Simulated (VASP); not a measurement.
# KI (Pm-3m) in VASP: notebook

The runs below take KI through relaxation of cell and atoms, with PBE, PBEsol, LDA.

Program: VASP 6.6.1. These are calculated values, not measurements. Logs are shortened: lines on timing, memory, paths and dates and some standing lists are left out, and cuts for length are marked.

### 1 The cell of the first run

It takes space group Pm-3m (No. 221, cubic). The conventional cell has a = 4.291 Å, b = 4.291 Å, c = 4.291 Å, α = 90.00°, β = 90.00°, γ = 90.00°. Within 4.9 Å of K (site symmetry m-3m) lie 8 I at 3.72 Å and 6 K at 4.29 Å. I (site symmetry m-3m) has 8 K at 3.72 Å and 6 I at 4.29 Å within 4.9 Å.

### 2 Relaxation of cell and atoms, PBE

The input, INCAR:

```
SYSTEM = KI
PREC = Accurate
ENCUT = 600
EDIFF = 1E-7
ISMEAR = -1
SIGMA = 0.02
LREAL = .FALSE.
LASPH = .TRUE.
NELM = 100
ALGO = Normal
ISIF = 3
LWAVE = .FALSE.
LCHARG = .FALSE.
GGA = PE
IBRION = 2
NSW = 80
EDIFFG = -0.005
```

The input, KPOINTS:

```
regular mesh
0
G
  6 6 6
  0 0 0
```

The input, POSCAR:

```
KI
1.0
    4.2911966600      0.0000000000      0.0000000000
    0.0000000000      4.2911966600      0.0000000000
    0.0000000000      0.0000000000      4.2911966600
K I
1 1
Direct
    0.0000000000      0.0000000000      0.0000000000
    0.5000000000      0.5000000000      0.5000000000
```

Potentials or basis: VASP PAW PBE potentials, release 64 (K_sv, I).

The run is started by

```console
cat potpaw_PBE.64/K_sv/POTCAR potpaw_PBE.64/I/POTCAR > POTCAR
mpirun -np 1 vasp_std > vasp.out
```

OUTCAR:

```text
SYSTEM = KI
   PREC = Accurate
   ENCUT = 600
   EDIFF = 1E-7
   ISMEAR = -1
   LREAL = .FALSE.
   LASPH = .TRUE.
   NELM = 100
   ISIF = 3
   GGA = PE
   IBRION = 2
   NSW = 80
   EDIFFG = -0.005

 ion  position               nearest neighbor table
   1  0.000  0.000  0.000-
   2  0.500  0.500  0.500-

  LATTYP: Found a simple cubic cell.
 ALAT       =     4.2911966600

  Lattice vectors:

 A1 = (   4.2911966600,   0.0000000000,   0.0000000000)
 A2 = (   0.0000000000,   4.2911966600,   0.0000000000)
 A3 = (   0.0000000000,   0.0000000000,   4.2911966600)

Analysis of symmetry for initial positions (statically):
=====================================================================
 Subroutine PRICEL returns:
 Original cell was already a primitive cell.

 Routine SETGRP: Setting up the symmetry group for a
 simple cubic supercell.

 Subroutine GETGRP returns: Found 48 space group operations
 (whereof 48 operations were pure point group operations)
 out of a pool of 48 trial point group operations.

The static configuration has the point symmetry O_h .

Analysis of symmetry for dynamics (positions and initial velocities):
=====================================================================
 Subroutine PRICEL returns:
 Original cell was already a primitive cell.

 Routine SETGRP: Setting up the symmetry group for a
 simple cubic supercell.

 Subroutine GETGRP returns: Found 48 space group operations
 (whereof 48 operations were pure point group operations)
 out of a pool of 48 trial point group operations.

The dynamic configuration has the point symmetry O_h .

 Subroutine INISYM returns: Found 48 space group operations
 (whereof 48 operations are pure point group operations),
 and found     1 'primitive' translations

----------------------------------------------------------------------------------------

                                     Primitive cell

  volume of cell :      79.0197

  direct lattice vectors                    reciprocal lattice vectors
     4.291196660  0.000000000  0.000000000     0.233035230  0.000000000  0.000000000
     0.000000000  4.291196660  0.000000000     0.000000000  0.233035230  0.000000000
     0.000000000  0.000000000  4.291196660     0.000000000  0.000000000  0.233035230

  length of vectors
     4.291196660  4.291196660  4.291196660     0.233035230  0.233035230  0.233035230

  position of ions in fractional coordinates (direct lattice)
     0.000000000  0.000000000  0.000000000
     0.500000000  0.500000000  0.500000000

  ion indices of the primitive-cell ions
   primitive index   ion index
                 1           1
                 2           2

----------------------------------------------------------------------------------------

 KPOINTS: regular mesh

Automatic generation of k-mesh.
 Grid dimensions read from file:
 generate k-points for:    6    6    6

 Generating k-lattice:

  Cartesian coordinates                     Fractional coordinates (reciprocal lattice)
     0.038839205  0.000000000  0.000000000     0.166666667  0.000000000  0.000000000
     0.000000000  0.038839205  0.000000000     0.000000000  0.166666667  0.000000000
     0.000000000  0.000000000  0.038839205     0.000000000  0.000000000  0.166666667

  Length of vectors
     0.038839205  0.038839205  0.038839205

  Shift w.r.t. Gamma in fractional coordinates (k-lattice)
     0.000000000  0.000000000  0.000000000

 Subroutine IBZKPT returns following result:
 ===========================================

 Found     20 irreducible k-points:

 Following reciprocal coordinates:
            Coordinates               Weight
  0.000000  0.000000  0.000000      1.000000
  0.166667  0.000000  0.000000      6.000000
  0.333333  0.000000  0.000000      6.000000
  0.500000  0.000000  0.000000      3.000000
  0.166667  0.166667  0.000000     12.000000
  0.333333  0.166667  0.000000     24.000000
[... 12 lines left out ...]
  0.500000  0.500000  0.333333      6.000000
  0.500000  0.500000  0.500000      1.000000
   k-points           NKPTS =     20   k-points in BZ     NKDIM =     20   number of bands    NBANDS=     12
   number of dos      NEDOS =    301   number of ions     NIONS =      2
   total plane-waves  NPLWV =  46656
   dimension x,y,z NGX =    36 NGY =   36 NGZ =   36
   dimension x,y,z NGXF=    72 NGYF=   72 NGZF=   72
   ions per type =               1   1
   NGX,Y,Z   is equivalent  to a cutoff of  13.95, 13.95, 13.95 a.u.
   NGXF,Y,Z  is equivalent  to a cutoff of  27.89, 27.89, 27.89 a.u.
 SYSTEM =  KI
   PREC   = accura    normal or accurate (medium, high low for compatibility)
   ISTART =      0    job   : 0-new  1-cont  2-samecut
   ICHARG =      2    charge: 1-file 2-atom 10-const
   ISPIN  =      1    spin polarized calculation?
   LNONCOLLINEAR =      F non collinear calculations
   LSORBIT =      F    spin-orbit coupling
   LASPH  =      T    aspherical Exc in radial PAW
   ENCUT  =  600.0 eV  44.10 Ry    6.64 a.u.   8.57  8.57  8.57*2*pi/ulx,y,z
   NELM   =    100;   NELMIN=  2; NELMDL= -5     # of ELM steps
   EDIFF  = 0.1E-06   stopping-criterion for ELM
   LREAL  =      F    real-space projection
   EDIFFG = -.5E-02   stopping-criterion for IOM
   NSW    =     80    number of steps for IOM
   IBRION =      2    ionic relax: 0-MD 1-quasi-New 2-CG
   NFREE  =      1    steps in history (QN), initial steepest desc. (CG)
   ISIF   =      3    stress and relaxation
   ISYM   =      2    0-nonsym 1-usesym 2-fastsym
   POTIM  = 0.5000    time-step for ionic-motion
   TEBEG  =    0.0;   TEEND  =   0.0 temperature during run
   PSTRESS=    0.0 pullay stress
   NELECT =      16.0000    total number of electrons
   NUPDOWN=      -1.0000    fix difference up-down
   EMIN   =  10.00;   EMAX   =-10.00  energy-range for DOS
   EFERMI =   0.00;   METHOD = LEGACY
   ISMEAR =    -1;   SIGMA  =   0.02  broadening in eV -4-tet -1-fermi 0-gaus
   EFERMI_NEDOS =   21; number of points for ismear=-14 and -15
   IALGO  =     38    algorithm
   IMIX   =      4    mixing-type and parameters
     AMIX     =   0.40;   BMIX     =  1.00
     AMIX_MAG =   1.60;   BMIX_MAG =  1.00
  volume/ion in A,a.u.               =      39.51       266.63
  Fermi-wavevector in a.u.,A,eV,Ry     =   0.961324  1.816639 12.573738  0.924144
  Thomas-Fermi vector in A             =   2.090686
   LORBIT       =      0    0 simple, 1 ext, 2 COOP (PROOUT), +10 PAW based schemes
   GGA     = PE    functional components
   LHFCALC =     F    Hartree Fock is set to
   AEXX    =    0.0000 exact exchange contribution
   IVDW    =     0    specifies the selected vdW correction
   LEPSILON=     F    determine dielectric tensor
   LRPA    =     F    only Hartree local field effects (RPA)
 conjugate gradient relaxation of ions
 non-spin polarized calculation
  energy-cutoff  :      600.00
  volume of cell :       79.02
 maximum number of plane-waves:      2666
 NGX is ok and might be reduce to    36
   NGX = 17   NGY = 17   NGZ = 17

--------------------------------------- Ionic step        1  -------------------------------------------

 number of electron      16.0000001 magnetization

 Free energy of the ion-electron system (eV)
  ---------------------------------------------------
  ext. energy  EPLUGINS =         0.00000000
  ---------------------------------------------------
  free energy    TOTEN  =        -5.42116205 eV

  energy without entropy =       -5.42116205  energy(sigma->0) =       -5.42116205

------------------------ aborting loop because EDIFF is reached ----------------------------------------

  FORCE on cell =-STRESS in cart. coord.  units (eV):
  Direction    XX          YY          ZZ          XY          YZ          ZX
  --------------------------------------------------------------------------------------
  -------------------------------------------------------------------------------------
  Total        0.2528039      0.2528039      0.2528039      0.0000000      0.0000000     -0.0000000
  in kB        5.1257691      5.1257691      5.1257691      0.0000000      0.0000000     -0.0000000
  external PRESSURE =       5.1257691 kB  Pullay stress =       0.0000000 kB

 VOLUME and BASIS-vectors are now :
 -----------------------------------------------------------------------------
  energy-cutoff  :      600.00
  volume of cell :       79.02
      direct lattice vectors                 reciprocal lattice vectors
     4.291196660  0.000000000  0.000000000     0.233035230  0.000000000  0.000000000
     0.000000000  4.291196660  0.000000000     0.000000000  0.233035230  0.000000000
     0.000000000  0.000000000  4.291196660     0.000000000  0.000000000  0.233035230
[... 37 lines left out ...]
 POSITION                                       TOTAL-FORCE (eV/Angst)
 -----------------------------------------------------------------------------------
      0.00000      0.00000      0.00000        -0.000000      0.000000      0.000000
      2.15868      2.15868      2.15868         0.000000     -0.000000      0.000000
 -----------------------------------------------------------------------------------
    total drift:                               -0.000000      0.000000      0.000000

  FREE ENERGIE OF THE ION-ELECTRON SYSTEM (eV)
  ---------------------------------------------------
  free  energy   TOTEN  =        -5.4246037818 eV

  energy  without entropy=       -5.4246037818  energy(sigma->0) =       -5.42460378

--------------------------------------- Ionic step        3  -------------------------------------------

 number of electron      16.0000002 magnetization

 Free energy of the ion-electron system (eV)
  ---------------------------------------------------
  ext. energy  EPLUGINS =         0.00000000
  ---------------------------------------------------
  free energy    TOTEN  =        -5.42579499 eV

  energy without entropy =       -5.42579499  energy(sigma->0) =       -5.42579499

 E-fermi :   1.0470     XC(G=0):  -7.5534

 val. band max:        0.6354892831   @ k =   0.5000   0.5000   0.0000
 cond. band min:       3.8721027367   @ k =   0.0000   0.0000   0.0000
 fundamental gap:      3.2366134536
 Fermi energy:         1.0469804177

 k-point     1 :       0.0000    0.0000    0.0000
  band No.  band energies     occupation
      1     -28.7804      2.00000
      2     -12.2330      2.00000
      3     -12.2330      2.00000
      4     -12.2330      2.00000
      5     -10.4262      2.00000
      6       0.2957      2.00000
      7       0.2957      2.00000
      8       0.2957      2.00000
      9       3.8721      0.00000
     10       5.4736      0.00000
     11       5.4736      0.00000
     12       8.9756      0.00000

 k-point     2 :       0.1667    0.0000    0.0000
  band No.  band energies     occupation
      1     -28.7795      2.00000
      2     -12.2684      2.00000
      3     -12.2306      2.00000
      4     -12.2306      2.00000
      5     -10.3618      2.00000
      6      -0.3055      2.00000
      7       0.3147      2.00000
      8       0.3147      2.00000
      9       4.4375      0.00000
     10       5.6663      0.00000
     11       6.0830      0.00000
     12       8.8879      0.00000
[... 290 lines left out ...]
 POSITION                                       TOTAL-FORCE (eV/Angst)
 -----------------------------------------------------------------------------------
      0.00000      0.00000      0.00000        -0.000000      0.000000      0.000000
      2.17335      2.17335      2.17335         0.000000     -0.000000      0.000000
 -----------------------------------------------------------------------------------
    total drift:                                0.000000      0.000000      0.000000

  FREE ENERGIE OF THE ION-ELECTRON SYSTEM (eV)
  ---------------------------------------------------
  free  energy   TOTEN  =        -5.4257949906 eV

  energy  without entropy=       -5.4257949906  energy(sigma->0) =       -5.42579499

 reached required accuracy - stopping structural energy minimisation
```

Run time: 74 s. Hardware: 1 thread of Intel Xeon 8259CL, shared host; peak memory 0.23 GiB.

Results:

- Free energy: -5.4258 eV
- Relaxed volume: 41.06 Å³/atom
- Relaxed cell: a = 4.347 Å, b = 4.347 Å, c = 4.347 Å, α = 90.00°, β = 90.00°, γ = 90.00°
- Space group after relaxing (to 0.1 Å): Pm-3m (No. 221)
- Energy gained by relaxing: 2.3 meV/atom
- Ionic steps: 3
- Pressure after relaxing: 0.0 GPa
- Band gap on the k mesh: 3.24 eV (least direct gap 3.58 eV)

Step by step:
| step | energy change (eV) | largest force (eV/Å) | pressure (GPa) | volume (Å³) |
| --- | --- | --- | --- | --- |
| 1 | 0.0000 | 0.0000 | 0.51 | 79.02 |
| 2 | -0.0034 | 0.0000 | 0.25 | 80.47 |
| 3 | -0.0046 | 0.0000 | -0.01 | 82.13 |

Final structure:
```
CELL_PARAMETERS angstrom
4.34670 0.00000 0.00000
0.00000 4.34670 0.00000
0.00000 0.00000 4.34670
ATOMIC_POSITIONS crystal
K 0.00000 0.00000 0.00000
I 0.50000 0.50000 0.50000
```

Levels at points of the mesh, in eV from the valence-band top:
```csv
k point,band 6,band 7,band 8,band 9,band 10,band 11
"(0.00, 0.00, 0.00)",-0.34,-0.34,-0.34,3.24,4.84,4.84
"(0.50, 0.00, 0.00)",-2.15,-0.26,-0.26,5.38,6.21,6.86
"(0.50, 0.50, 0.00)",-1.61,-1.61,0.00,3.95,5.68,6.80
"(0.50, 0.50, 0.50)",-1.55,-1.55,-1.55,5.61,5.61,5.61
```

Caveat: spin-orbit coupling is left out, which moves the levels of the heavy elements. A k mesh can miss the band edges.

### 3 Relaxation of cell and atoms, PBEsol

This run uses another cell than the first one, of 40.87 Å³/atom.

The input, INCAR:

```
SYSTEM = KI
PREC     = Accurate       ! precision mode
ENCUT    = 600            ! plane-wave cutoff, eV
EDIFF    = 1E-6           ! SCF threshold, eV
ISMEAR   = -1             ! smearing method
SIGMA    = 0.02           ! smearing width, eV
LREAL    = .False.        ! projectors in reciprocal space
LASPH    = .True.         ! aspherical terms in the spheres
NELM     = 60             ! most SCF steps
ALGO     = Normal         ! electronic algorithm
ISIF     = 3              ! what is computed and relaxed
LWAVE    = .False.        ! write WAVECAR
LCHARG   = .False.        ! write CHGCAR
GGA      = PS             ! functional
IBRION   = 2              ! ionic algorithm
NSW      = 80             ! ionic steps
EDIFFG   = -0.005         ! ionic threshold
```

The input, KPOINTS:

```
Automatic mesh
0
Gamma
  6 6 6
  0 0 0
```

The input, POSCAR:

```
KI
1.0
    4.3399765465      0.0000000000      0.0000000000
    0.0000000000      4.3399765465      0.0000000000
    0.0000000000      0.0000000000      4.3399765465
K I
1 1
Direct
    0.0000000000      0.0000000000      0.0000000000
    0.5000000000      0.5000000000      0.5000000000
```

Potentials or basis: VASP PAW PBE potentials, release 64 (K_sv, I).

The run is started by

```console
cat potpaw_PBE.64/K_sv/POTCAR potpaw_PBE.64/I/POTCAR > POTCAR
mpirun -np 1 vasp_std > vasp.out
```

It took 57 s on 1 thread of Intel Xeon 8259CL, shared host; peak memory 0.23 GiB.

Results (log left out):

```
Free energy                           : -5.7282 eV
Relaxed volume                        : 37.86 Å³/atom
Relaxed cell                          : a = 4.231 Å, b = 4.231 Å, c = 4.231 Å, α = 90.00°, β = 90.00°, γ = 90.00°
Space group after relaxing (to 0.1 Å) : Pm-3m (No. 221)
Energy gained by relaxing             : 9.1 meV/atom
Ionic steps                           : 3
Pressure after relaxing               : 0.0 GPa
Band gap on the k mesh                : 3.29 eV (least direct gap 3.68 eV)
```

The path:
| step | energy change (eV) | largest force (eV/Å) | pressure (GPa) | volume (Å³) |
| --- | --- | --- | --- | --- |
| 1 | 0.0000 | 0.0000 | -0.93 | 81.75 |
| 2 | -0.0128 | 0.0000 | -0.54 | 78.96 |
| 3 | -0.0183 | 0.0000 | 0.02 | 75.73 |

Final structure:
```
K I
1.0
     4.23078    0.00000    0.00000
     0.00000    4.23078    0.00000
     0.00000    0.00000    4.23078
K I
1 1
Direct
  0.00000 0.00000 0.00000
  0.50000 0.50000 0.50000
```

Levels at points of the mesh, in eV from the valence-band top:
```csv
k point,band 5,band 6,band 7,band 8,band 9,band 10,band 11,band 12
"(0.00, 0.00, 0.00)",-11.32,-0.39,-0.39,-0.39,3.29,4.57,4.57,8.43
"(0.50, 0.00, 0.00)",-10.94,-2.49,-0.32,-0.32,5.45,6.06,6.92,7.17
"(0.50, 0.50, 0.00)",-10.92,-1.85,-1.85,0.00,3.76,5.61,6.73,6.73
"(0.50, 0.50, 0.50)",-10.73,-1.82,-1.82,-1.82,5.53,5.53,5.53,8.98
```

Caveat: the PAW data sets were made with another functional, which shifts forces and pressure a little; spin-orbit coupling is left out, which moves the levels of the heavy elements. A k mesh can miss the band edges.

### 4 Relaxation of cell and atoms, LDA

This run uses another cell than the first one, of 40.87 Å³/atom.

The input, INCAR:

```
ALGO = Normal ; EDIFF = 1E-6
EDIFFG = -0.005 ; ENCUT = 600
GGA = CA ; IBRION = 2
ISIF = 3 ; ISMEAR = -1
LASPH = T ; LCHARG = F
LREAL = F ; LWAVE = F
NELM = 100 ; NSW = 80
PREC = Accurate ; SIGMA = 0.02
```

The input, KPOINTS:

```
k-points
0
Gamma
  6 6 6
```

POSCAR is that of step 3.

Potentials or basis: VASP PAW LDA potentials, release 64 (K_sv, I).

The run is started by

```console
cat potpaw_LDA.64/K_sv/POTCAR potpaw_LDA.64/I/POTCAR > POTCAR
mpirun -np 1 vasp_std > vasp.out
```

Wall time 2.5 min (1 thread of Intel Xeon 8259CL, shared host); peak memory 0.2 GiB.

It converged, with:

```
Free energy                           : -6.1020 eV
Relaxed volume                        : 35.11 Å³/atom
Relaxed cell                          : a = 4.126 Å, b = 4.126 Å, c = 4.126 Å, α = 90.00°, β = 90.00°, γ = 90.00°
Space group after relaxing (to 0.1 Å) : Pm-3m (No. 221)
Energy gained by relaxing             : 41.2 meV/atom
Ionic steps                           : 19
Pressure after relaxing               : 0.0 GPa
Band gap on the k mesh                : 3.32 eV (least direct gap 3.52 eV)
```

Step by step:
```csv
step,energy change (eV),largest force (eV/Å),pressure (GPa),volume (Å³)
1,0.0000,0.0000,-1.99,81.75
2,-0.0594,0.0000,-1.21,75.90
3,-0.0822,0.0000,-0.13,70.78
4,-0.0824,0.0000,0.02,70.20
5,-0.0824,0.0000,-0.04,70.42
6,-0.0824,0.0000,-0.04,70.42
7,-0.0824,0.0000,-0.06,70.41
8,-0.0824,0.0000,-0.04,70.41
9,-0.0824,0.0000,-0.04,70.41
10,-0.0824,0.0000,-0.04,70.41
11,-0.0824,0.0000,-0.04,70.41
12,-0.0824,0.0000,-0.04,70.41
13,-0.0824,0.0000,-0.04,70.41
14,-0.0824,0.0000,-0.05,70.41
15,-0.0824,0.0000,-0.05,70.40
16,-0.0824,0.0000,-0.04,70.39
17,-0.0824,0.0000,-0.03,70.36
18,-0.0824,0.0000,-0.03,70.31
19,-0.0824,0.0000,-0.02,70.22
```

Final structure:
```
K I
1.0
     4.12553    0.00000    0.00000
     0.00000    4.12553    0.00000
     0.00000    0.00000    4.12553
K I
1 1
Cartesian
  0.0000 0.0000 0.0000
  2.0628 2.0628 2.0628
```

Levels at points of the mesh, in eV from the valence-band top:
```tsv
k point	band 4	band 5	band 6	band 7	band 8	band 9	band 10	band 11	band 12
(0.00, 0.00, 0.00)	-12.62	-11.57	-0.44	-0.44	-0.44	3.32	4.27	4.27	8.35
(0.50, 0.00, 0.00)	-12.60	-11.05	-2.83	-0.39	-0.39	5.55	5.77	6.83	7.37
(0.50, 0.50, 0.00)	-12.59	-11.09	-2.07	-2.07	0.00	3.52	5.51	6.56	6.56
(0.50, 0.50, 0.50)	-12.73	-10.85	-2.09	-2.09	-2.09	5.47	5.47	5.47	9.11
```

Caveat: spin-orbit coupling is left out, which moves the levels of the heavy elements. A k mesh can miss the band edges.

### 5 Overview

```tsv
level	potentials or basis	cell	gap on the mesh (eV)	pressure (GPa)	relaxed volume (Å³/atom)
PBE	VASP PAW PBE potentials, release 64 (K_sv, I)	relaxed from a = 4.291 Å, 2 atoms	3.24	0.0	41.06
PBEsol	VASP PAW PBE potentials, release 64 (K_sv, I)	relaxed from a = 4.340 Å, 2 atoms	3.29	0.0	37.86
LDA	VASP PAW LDA potentials, release 64 (K_sv, I)	relaxed from a = 4.340 Å, 2 atoms	3.32	0.0	35.11
```

Alike in all rows: task relaxation of cell and atoms; no spin polarisation; k mesh 6 × 6 × 6; cutoff (eV) 600; smearing fermi-dirac 0.02 eV.

Caveats: spin-orbit coupling is left out, which moves the levels of the heavy elements; the PAW data sets were made with another functional, which shifts forces and pressure a little (at least some runs).

Absolute energies hang on the potentials; compare differences alone.
